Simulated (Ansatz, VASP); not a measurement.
Zn in VASP and in Ansatz

Contents of INCAR:

```
SYSTEM = Zn
PREC = Accurate
ENCUT = 520
EDIFF = 1E-6
ISMEAR = 0
SIGMA = 0.15
LREAL = .FALSE.
LASPH = .TRUE.
NELM = 80
ALGO = Fast
ISIF = 2
LWAVE = .FALSE.
LCHARG = .FALSE.
NBANDS = 12
```

File KPOINTS:

```
regular mesh
0
G
  22 22 22
  0 0 0
```

File POSCAR:

```
Zn
1.0
   -1.0950778998      1.5195131861      1.5195131861
    1.5195131861     -1.0950778998      1.5195131861
    1.5195131861      1.5195131861     -1.0950778998
Zn
1
Direct
    0.0000000000      0.0000000000      0.0000000000
```

Input for Ansatz:

```yaml
crystal:
  lattice:
    - [-1.0950778998, 1.5195131861, 1.5195131861]
    - [1.5195131861, -1.0950778998, 1.5195131861]
    - [1.5195131861, 1.5195131861, -1.0950778998]
  atoms:
    - { symbol: Zn, position: [0.0, 0.0, 0.0] }
basis:
  ecutwfc: 520.0
kpoints:
  mp_grid: { grid: [22, 22, 22] }
hamiltonian:
  xc: lda
  pseudopotentials: { kind: paw }
scf:
  occupations: { method: gaussian, width: 0.15 }
output:
  forces: true
  stress: true
  eigenvalues: true
```

Alike in both runs: task single point; functional LDA; k mesh 22 × 22 × 22; occupations gaussian, width 0.15 eV; no spin polarisation.

|  | VASP | Ansatz |
| --- | --- | --- |
| version | VASP 6.6.1 | Ansatz 0.2.0 |
| potentials or method | VASP PAW LDA potentials, release 64 (Zn), cutoff 520 eV | scalar-relativistic, plane waves, PAW |
| valence electrons in the cell | 12 | 12 |

|  | VASP | Ansatz | Ansatz less VASP |
| --- | --- | --- | --- |
| gap on the k mesh at the Fermi level (eV) | none | none | - |
| pressure (GPa) | 15.8 | 14.9 | -0.90 |
| traceless stress, the component that is largest in VASP (GPa) | -5.38 | -5.23 | +0.149 |

LDA's correlation is that of Perdew and Zunger in VASP and of Perdew and Wang (1992) in Ansatz. A gap of «none» marks a metal or a gap that the smearing closes.
